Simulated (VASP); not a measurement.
# Ti2SiGe2 (P6/mmm) in VASP: a series of runs

The runs below take Ti2SiGe2 through single point, with PBE.

All numbers are computed with VASP 6.6.1; they aren't measurements. Logs are shortened: lines on timing, memory, paths and dates and some standing lists are left out, and cuts for length are marked.

### Step 1. The cell of the first run

Symmetry: P6/mmm, No. 191, hexagonal system. Conventional cell: a = 3.754 Å, b = 3.754 Å, c = 6.652 Å, α = 90.00°, β = 90.00°, γ = 120.00°. Within 2.0 Å of Ti (site symmetry 6mm) lie 1 Si at 1.47 Å. Within 2.0 Å of Si (site symmetry 6/mmm) lie 2 Ti at 1.47 Å. Within 2.9 Å of Ge (site symmetry -6m2) lie 3 Si at 2.17 Å and 3 Ge at 2.17 Å and 6 Ti at 2.62 Å.

### Step 2. Single point, PBE

INCAR reads:

```
PREC = Accurate
ENCUT = 520
EDIFF = 1E-6
ISMEAR = 0
SIGMA = 0.1
LREAL = False
LASPH = True
NELM = 100
ALGO = Normal
ISIF = 2
LWAVE = False
LCHARG = False
GGA = PE
NBANDS = 36
```

KPOINTS reads:

```
Automatic mesh
0
Gamma
  6 6 4
```

POSCAR reads:

```
Ti2SiGe2
1.0
    3.7539245200      0.0000000000      0.0000000000
   -1.8769622600      3.2509940000      0.0000000000
    0.0000000000      0.0000000000      6.6515903600
Ti Si Ge
2 1 2
Direct
    0.0000000000      0.0000000000      0.7213994900
    0.0000000000      0.0000000000      0.2786005100
    0.0000000000      0.0000000000      0.5000000000
    0.3333333300      0.6666666700      0.5000000000
    0.6666666700      0.3333333300      0.5000000000
```

Potentials or basis: VASP PAW PBE potentials, release 64 (Ti_sv, Si, Ge_d).

On the command line:

```bash
cat potpaw_PBE.64/Ti_sv/POTCAR potpaw_PBE.64/Si/POTCAR potpaw_PBE.64/Ge_d/POTCAR > POTCAR
mpirun -np 1 vasp_std > vasp.out
```

OUTCAR:

```text
PREC = Accurate
   ENCUT = 520
   EDIFF = 1E-6
   ISMEAR = 0
   LREAL = False
   LASPH = True
   NELM = 100
   ISIF = 2
   GGA = PE

 ion  position               nearest neighbor table
   1  0.000  0.000  0.721-   3 1.47   4 2.62   5 2.62   5 2.62   4 2.62   5 2.62   4 2.62
   2  0.000  0.000  0.279-   3 1.47   4 2.62   5 2.62   5 2.62   4 2.62   5 2.62   4 2.62
   3  0.000  0.000  0.500-   1 1.47   2 1.47   4 2.17   5 2.17   5 2.17   4 2.17   5 2.17   4 2.17

   4  0.333  0.667  0.500-   3 2.17   5 2.17   5 2.17   3 2.17   3 2.17   5 2.17   1 2.62   2 2.62
                             1 2.62   2 2.62   1 2.62   2 2.62
   5  0.667  0.333  0.500-   3 2.17   4 2.17   4 2.17   3 2.17   3 2.17   4 2.17   1 2.62   2 2.62
                             2 2.62   1 2.62   2 2.62   1 2.62

 -----------------------------------------------------------------------------
|                                                                             |
|           W    W    AA    RRRRR   N    N  II  N    N   GGGG   !!!           |
|           W    W   A  A   R    R  NN   N  II  NN   N  G    G  !!!           |
|           W    W  A    A  R    R  N N  N  II  N N  N  G       !!!           |
|           W WW W  AAAAAA  RRRRR   N  N N  II  N  N N  G  GGG   !            |
|           WW  WW  A    A  R   R   N   NN  II  N   NN  G    G                |
|           W    W  A    A  R    R  N    N  II  N    N   GGGG   !!!           |
|                                                                             |
|     The distance between some ions is very small. Please check the          |
|     nearest-neighbor list in the OUTCAR file.                               |
|     I HOPE YOU KNOW WHAT YOU ARE DOING!                                     |
|                                                                             |
 -----------------------------------------------------------------------------

  LATTYP: Found a hexagonal cell.
 ALAT       =     3.7539245200
 C/A-ratio  =     1.7719030643

  Lattice vectors:

 A1 = (   3.7539245200,   0.0000000000,   0.0000000000)
 A2 = (  -1.8769622600,   3.2509940000,   0.0000000000)
 A3 = (   0.0000000000,   0.0000000000,   6.6515903600)

Analysis of symmetry for initial positions (statically):
=====================================================================
 Subroutine PRICEL returns:
 Original cell was already a primitive cell.

 Routine SETGRP: Setting up the symmetry group for a
 hexagonal supercell.

 Subroutine GETGRP returns: Found 24 space group operations
 (whereof 24 operations were pure point group operations)
 out of a pool of 24 trial point group operations.

The static configuration has the point symmetry D_6h.

Analysis of symmetry for dynamics (positions and initial velocities):
=====================================================================
 Subroutine PRICEL returns:
 Original cell was already a primitive cell.

 Routine SETGRP: Setting up the symmetry group for a
 hexagonal supercell.

 Subroutine GETGRP returns: Found 24 space group operations
 (whereof 24 operations were pure point group operations)
 out of a pool of 24 trial point group operations.

The dynamic configuration has the point symmetry D_6h.

 Subroutine INISYM returns: Found 24 space group operations
 (whereof 24 operations are pure point group operations),
 and found     1 'primitive' translations

----------------------------------------------------------------------------------------

                                     Primitive cell

  volume of cell :      81.1759

  direct lattice vectors                    reciprocal lattice vectors
     3.753924520  0.000000000  0.000000000     0.266387881  0.153799115  0.000000000
    -1.876962260  3.250994000  0.000000000     0.000000000  0.307598230  0.000000000
     0.000000000  0.000000000  6.651590360     0.000000000  0.000000000  0.150339986

  length of vectors
     3.753924520  3.753924522  6.651590360     0.307598230  0.307598230  0.150339986

  position of ions in fractional coordinates (direct lattice)
     0.000000000  0.000000000  0.721399490
     0.000000000  0.000000000  0.278600510
     0.000000000  0.000000000  0.500000000
     0.333333330  0.666666670  0.500000000
     0.666666670  0.333333330  0.500000000

  ion indices of the primitive-cell ions
   primitive index   ion index
                 1           1
                 2           2
                 3           3
                 4           4
                 5           5

----------------------------------------------------------------------------------------

 KPOINTS: Automatic mesh

Automatic generation of k-mesh.
 Grid dimensions read from file:
 generate k-points for:    6    6    4

 Generating k-lattice:

  Cartesian coordinates                     Fractional coordinates (reciprocal lattice)
     0.044397980  0.025633186  0.000000000     0.166666667  0.000000000  0.000000000
     0.000000000  0.051266372  0.000000000     0.000000000  0.166666667  0.000000000
     0.000000000  0.000000000  0.037584996     0.000000000  0.000000000  0.250000000

  Length of vectors
     0.051266372  0.051266372  0.037584996

  Shift w.r.t. Gamma in fractional coordinates (k-lattice)
     0.000000000  0.000000000  0.000000000

 Subroutine IBZKPT returns following result:
 ===========================================

 Found     21 irreducible k-points:

 Following reciprocal coordinates:
            Coordinates               Weight
  0.000000  0.000000  0.000000      1.000000
  0.166667  0.000000  0.000000      6.000000
  0.333333  0.000000  0.000000      6.000000
  0.500000  0.000000  0.000000      3.000000
  0.166667  0.166667  0.000000      6.000000
  0.333333  0.166667  0.000000     12.000000
[... 13 lines left out ...]
  0.333333  0.166667  0.500000     12.000000
  0.333333  0.333333  0.500000      2.000000
   k-points           NKPTS =     21   k-points in BZ     NKDIM =     21   number of bands    NBANDS=     36
   number of dos      NEDOS =    301   number of ions     NIONS =      5
   total plane-waves  NPLWV =  39200
   dimension x,y,z NGX =    28 NGY =   28 NGZ =   50
   dimension x,y,z NGXF=    56 NGYF=   56 NGZF=  100
   ions per type =               2   1   2
   NGX,Y,Z   is equivalent  to a cutoff of  12.40, 12.40, 12.50 a.u.
   NGXF,Y,Z  is equivalent  to a cutoff of  24.80, 24.80, 24.99 a.u.
 SYSTEM =  unknown system
   PREC   = accura    normal or accurate (medium, high low for compatibility)
   ISTART =      0    job   : 0-new  1-cont  2-samecut
   ICHARG =      2    charge: 1-file 2-atom 10-const
   ISPIN  =      1    spin polarized calculation?
   LNONCOLLINEAR =      F non collinear calculations
   LSORBIT =      F    spin-orbit coupling
   LASPH  =      T    aspherical Exc in radial PAW
   ENCUT  =  520.0 eV  38.22 Ry    6.18 a.u.   6.98  6.98 12.37*2*pi/ulx,y,z
   NELM   =    100;   NELMIN=  2; NELMDL= -5     # of ELM steps
   EDIFF  = 0.1E-05   stopping-criterion for ELM
   LREAL  =      F    real-space projection
   EDIFFG = 0.1E-04   stopping-criterion for IOM
   NSW    =      0    number of steps for IOM
   IBRION =     -1    ionic relax: 0-MD 1-quasi-New 2-CG
   NFREE  =      0    steps in history (QN), initial steepest desc. (CG)
   ISIF   =      2    stress and relaxation
   ISYM   =      2    0-nonsym 1-usesym 2-fastsym
   POTIM  = 0.5000    time-step for ionic-motion
   TEBEG  =    0.0;   TEEND  =   0.0 temperature during run
   PSTRESS=    0.0 pullay stress
   NELECT =      56.0000    total number of electrons
   NUPDOWN=      -1.0000    fix difference up-down
   EMIN   =  10.00;   EMAX   =-10.00  energy-range for DOS
   EFERMI =   0.00;   METHOD = LEGACY
   ISMEAR =     0;   SIGMA  =   0.10  broadening in eV -4-tet -1-fermi 0-gaus
   EFERMI_NEDOS =   21; number of points for ismear=-14 and -15
   IALGO  =     38    algorithm
   IMIX   =      4    mixing-type and parameters
     AMIX     =   0.40;   BMIX     =  1.00
     AMIX_MAG =   1.60;   BMIX_MAG =  1.00
  volume/ion in A,a.u.               =      16.24       109.56
  Fermi-wavevector in a.u.,A,eV,Ry     =   1.446533  2.733552 28.469628  2.092459
  Thomas-Fermi vector in A             =   2.564591
   LORBIT       =      0    0 simple, 1 ext, 2 COOP (PROOUT), +10 PAW based schemes
   GGA     = PE    functional components
   LHFCALC =     F    Hartree Fock is set to
   AEXX    =    0.0000 exact exchange contribution
   IVDW    =     0    specifies the selected vdW correction
   LEPSILON=     F    determine dielectric tensor
   LRPA    =     F    only Hartree local field effects (RPA)
 non-spin polarized calculation
 Gauss-broadening in eV      SIGMA  =   0.10
  energy-cutoff  :      520.00
  volume of cell :       81.18
 maximum number of plane-waves:      2202
 NGX is ok and might be reduce to    28
   NGX = 13   NGY = 13   NGZ = 25

 number of electron      55.9999977 magnetization

 Free energy of the ion-electron system (eV)
  ---------------------------------------------------
  ext. energy  EPLUGINS =         0.00000000
  ---------------------------------------------------
  free energy    TOTEN  =         4.95022903 eV

  energy without entropy =        4.97194064  energy(sigma->0) =        4.96108483

 E-fermi :   8.0892     XC(G=0): -10.6265

 val. band max:        8.0487419776   @ k =   0.1667   0.0000   0.5000
 cond. band min:       8.0970294298   @ k =   0.5000   0.0000   0.2500
 fundamental gap:      0.0482874522
 Fermi energy:         8.0891504953

 k-point     1 :       0.0000    0.0000    0.0000
  band No.  band energies     occupation
      1     -48.4146      2.00000
      2     -48.2256      2.00000
      3     -25.9446      2.00000
      4     -25.3951      2.00000
      5     -24.3070      2.00000
      6     -24.3070      2.00000
[... 28 lines left out ...]
     35      12.4887      0.00000
     36      12.4890      0.00000

 k-point     2 :       0.1667    0.0000    0.0000
  band No.  band energies     occupation
      1     -48.4136      2.00000
      2     -48.2248      2.00000
      3     -25.9400      2.00000
      4     -25.3947      2.00000
      5     -24.3241      2.00000
      6     -24.3093      2.00000
[... 733 lines left out ...]
 k-point    21 :       0.3333    0.3333    0.5000
  band No.  band energies     occupation
      1     -48.4094      2.00000
      2     -48.2224      2.00000
      3     -25.9142      2.00000
      4     -25.4046      2.00000
      5     -24.3480      2.00000
      6     -24.3479      2.00000
[... 28 lines left out ...]
     35      12.7007      0.00000
     36      13.0473      0.00000

------------------------ aborting loop because EDIFF is reached ----------------------------------------

  FORCE on cell =-STRESS in cart. coord.  units (eV):
  Direction    XX          YY          ZZ          XY          YZ          ZX
  --------------------------------------------------------------------------------------
  -------------------------------------------------------------------------------------
  Total       39.0891624     39.0891625    104.1753038     -0.0000000      0.0000000     -0.0000000
  in kB      771.5067814    771.5067822   2056.1185867     -0.0000000      0.0000000     -0.0000000
  external PRESSURE =    1199.7107168 kB  Pullay stress =       0.0000000 kB

 VOLUME and BASIS-vectors are now :
 -----------------------------------------------------------------------------
  energy-cutoff  :      520.00
  volume of cell :       81.18
      direct lattice vectors                 reciprocal lattice vectors
     3.753924520  0.000000000  0.000000000     0.266387881  0.153799115  0.000000000
    -1.876962260  3.250994000  0.000000000     0.000000000  0.307598230  0.000000000
     0.000000000  0.000000000  6.651590360     0.000000000  0.000000000  0.150339986

 POSITION                                       TOTAL-FORCE (eV/Angst)
 -----------------------------------------------------------------------------------
      0.00000      0.00000      4.79845         0.000000     -0.000000     36.490234
      0.00000      0.00000      1.85314         0.000000      0.000000    -36.490234
      0.00000      0.00000      3.32580         0.000000     -0.000000      0.000000
     -0.00000      2.16733      3.32580         0.000000      0.000000      0.000000
      1.87696      1.08366      3.32580        -0.000000     -0.000000      0.000000
 -----------------------------------------------------------------------------------
    total drift:                                0.000000      0.000000      0.000000

  FREE ENERGIE OF THE ION-ELECTRON SYSTEM (eV)
  ---------------------------------------------------
  free  energy   TOTEN  =         4.9502290288 eV

  energy  without entropy=        4.9719406399  energy(sigma->0) =        4.96108483
```

Wall time 34 s (1 thread of AMD EPYC 9R45 (Zen 5), shared host); peak memory 0.18 GiB.

Results:

```
Free energy            : 4.9502 eV
Pressure               : 120.0 GPa
Largest force          : 36.490 eV/Å
Band gap on the k mesh : zero (band 28 reaches 8.44 eV, above the bottom of band 29 at 7.48 eV)
```

Forces in eV/Å, atoms in the order of the input:
```
Ti    0.000   0.000  36.490
Ti    0.000   0.000 -36.490
Si    0.000   0.000   0.000
Ge    0.000   0.000   0.000
Ge    0.000   0.000   0.000
```

Stress tensor (GPa, compression positive):
```
 77.15   0.00   0.00
  0.00  77.15   0.00
  0.00   0.00 205.61
```

Levels at points of the mesh, in eV from the Fermi level:
```tsv
k point	band 25	band 26	band 27	band 28	band 29	band 30	band 31	band 32
(0.00, 0.00, 0.00)	-2.34	-1.43	-1.34	-0.54	-0.54	0.47	0.47	1.29
(0.50, 0.00, 0.00)	-1.00	-0.74	-0.07	0.20	0.22	1.30	1.33	1.77
(0.00, 0.00, 0.50)	-2.24	-1.42	-0.62	-0.62	-0.61	0.43	0.43	1.76
(0.50, 0.00, 0.50)	-0.83	-0.62	-0.31	0.21	0.36	0.40	1.50	2.03
```

Caveat: forces of over 1 eV/Å act on the atoms, so gaps and moduli don't describe the material at rest.

### Step 3. Single point, PBE

This run uses another cell than the first one, of 24.99 Å³/atom, 1.539 times its volume.

INCAR reads:

```
SYSTEM = Ti2SiGe2
  PREC = Accurate
  ENCUT = 520
  EDIFF = 1E-7
  ISMEAR = 0
  SIGMA = 0.1
  LREAL = .False.
  LASPH = .True.
  NELM = 80
  ALGO = Normal
  ISIF = 2
  LWAVE = .False.
  LCHARG = .False.
  GGA = PE
  NBANDS = 36
```

KPOINTS reads:

```
Automatic mesh
0
Gamma
  6 6 4
  0 0 0
```

POSCAR reads:

```
Ti2SiGe2
1.0
    4.5797868021      0.0000000000      0.0000000000
   -2.2898934011      3.9662117146      0.0000000000
    0.0000000000      0.0000000000      6.8789119739
Ti Si Ge
2 1 2
Direct
    0.0000000000      0.0000000000      0.8553489024
    0.0000000000      0.0000000000      0.1446510976
    0.0000000000      0.0000000000      0.5000000000
    0.3333333333      0.6666666667      0.5000000000
    0.6666666667      0.3333333333      0.5000000000
```

Potentials or basis: VASP PAW PBE potentials, release 64 (Ti_sv, Si, Ge_d).

On the command line:

```bash
cat potpaw_PBE.64/Ti_sv/POTCAR potpaw_PBE.64/Si/POTCAR potpaw_PBE.64/Ge_d/POTCAR > POTCAR
mpirun -np 1 vasp_std > vasp.out
```

Wall time 66 s (1 thread of AMD EPYC 9R45 (Zen 5), shared host); peak memory 0.26 GiB.

The run converged. Its results:

```yaml
Free_energy: -24.3994 eV
Pressure: 0.4 GPa
Largest_force: 0.474 eV/Å
Band_gap_on_the_k_mesh: zero (band 28 reaches 5.24 eV, above the bottom of band 29 at 3.71 eV)
```

Forces on the atoms (eV/Å):
```
Ti   0.000  0.000 -0.474
Ti   0.000  0.000  0.474
Si   0.000  0.000  0.000
Ge   0.000  0.000  0.000
Ge   0.000  0.000  0.000
```

Stress tensor (GPa, compression positive):
```
0.12 0.00 0.00
0.00 0.12 0.00
0.00 0.00 1.04
```

Levels at points of the mesh, in eV from the Fermi level:
| k point | band 25 | band 26 | band 27 | band 28 | band 29 | band 30 | band 31 | band 32 |
| --- | --- | --- | --- | --- | --- | --- | --- | --- |
| (0.00, 0.00, 0.00) | -2.85 | -2.85 | -2.17 | -0.25 | -0.25 | 0.41 | 0.41 | 0.93 |
| (0.50, 0.00, 0.00) | -1.17 | -0.63 | -0.56 | -0.02 | 0.49 | 0.69 | 1.19 | 1.35 |
| (0.00, 0.00, 0.50) | -2.82 | -2.82 | -1.76 | -0.84 | -0.84 | 0.17 | 0.17 | 0.63 |
| (0.50, 0.00, 0.50) | -1.13 | -1.12 | -0.92 | 0.69 | 0.74 | 1.54 | 1.81 | 2.03 |
